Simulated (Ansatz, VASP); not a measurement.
**One calculation of Te, two programs**

```
Te
1.0
     4.60135    0.00000    0.00000
    -2.30068    3.98489    0.00000
     0.00000    0.00000    5.90006
Te
3
Direct
  0.25670 0.00000 0.33333
  0.00000 0.25670 0.66667
  0.74330 0.74330 0.00000
```

Alike in both runs: task electric field gradients; functional PBE; k mesh 9 × 9 × 6; occupations fermi-dirac, width 0.05 eV; no spin polarisation.

|  | VASP | Ansatz |
| --- | --- | --- |
| version | VASP 6.6.1 | Ansatz 0.2.0 |
| potentials or method | VASP PAW PBE potentials, release 64 (Te), cutoff 520 eV | all-electron PAW with datasets made for the crystal, scalar-relativistic |

Ansatz gave:

```
pressure (GPa)                                                : 0.5
traceless stress, the component that is largest in VASP (GPa) : 0.30
rms of the force components (eV/Å)                            : 0.117
size of Vzz on the site where it differs most (V/Å²)          : 614.6
```

Task: Which values does VASP return?

Result: Pressure (GPa): 0.6; traceless stress, the component that is largest in VASP (GPa): 0.32; rms of the force components (eV/Å): 0.126; size of Vzz on the site where it differs most (V/Å²): 589.6.

Atom by atom the forces differ by 0.009 eV/Å (rms over components). Ansatz ran all-electron here, and VASP with PAW potentials.

Neither program's run includes spin-orbit coupling.
